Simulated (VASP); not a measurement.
A run of VASP 6.6.1:

The input POSCAR:

```
Rb
1.0
    8.1003417834      0.0000000000      0.0000000000
   -4.0501708917      7.0151017638      0.0000000000
    0.0000000000      0.0000000000      4.8271933765
Rb
3
Direct
    1.0000000000      1.0000000000      1.0000000000
    0.3333333333      0.6666666667      0.5000000000
    0.6666666667      0.3333333333      0.5000000000
```

INCAR.step1

```
SYSTEM = Rb
  PREC = Accurate
  ENCUT = 520
  ISMEAR = -1
  SIGMA = 0.1
  LREAL = .FALSE.
  LASPH = .TRUE.
  NELM = 100
  NBANDS = 20
  GGA = PE
  ALGO = Normal
  EDIFF = 1E-4
  LWAVE = .TRUE.
  LCHARG = .FALSE.
```

INCAR.step2

```
SYSTEM = Rb
  PREC = Accurate
  ENCUT = 520
  EDIFF = 1E-7
  ISMEAR = -1
  SIGMA = 0.1
  LREAL = .FALSE.
  LASPH = .TRUE.
  NELM = 100
  ALGO = Normal
  ISIF = 2
  LWAVE = .FALSE.
  LCHARG = .FALSE.
  METAGGA = R2SCAN
  LMIXTAU = .TRUE.
  NBANDS = 20
  ISTART = 1
```

KPOINTS

```
Automatic mesh
0
G
  5 5 7
  0 0 0
```

Potentials or basis: VASP PAW PBE potentials, release 64 (Rb_sv).

Run with:

```console
$ cat potpaw_PBE.64/Rb_sv/POTCAR > POTCAR
$ cp INCAR.step1 INCAR
$ mpirun -np 1 vasp_std > vasp.out
$ cp INCAR.step2 INCAR
$ mpirun -np 1 vasp_std > vasp.out
```

Hardware: 1 thread of AMD EPYC 9R45 96-Core Processor (Zen 5), on a shared host.

Problem. How long does it take, and how much memory?

Solution. It took 6.1 min on 1 thread of AMD EPYC 9R45 96-Core Processor (Zen 5) (shared host), peak memory 0.37 GiB. Counts: k points 20.
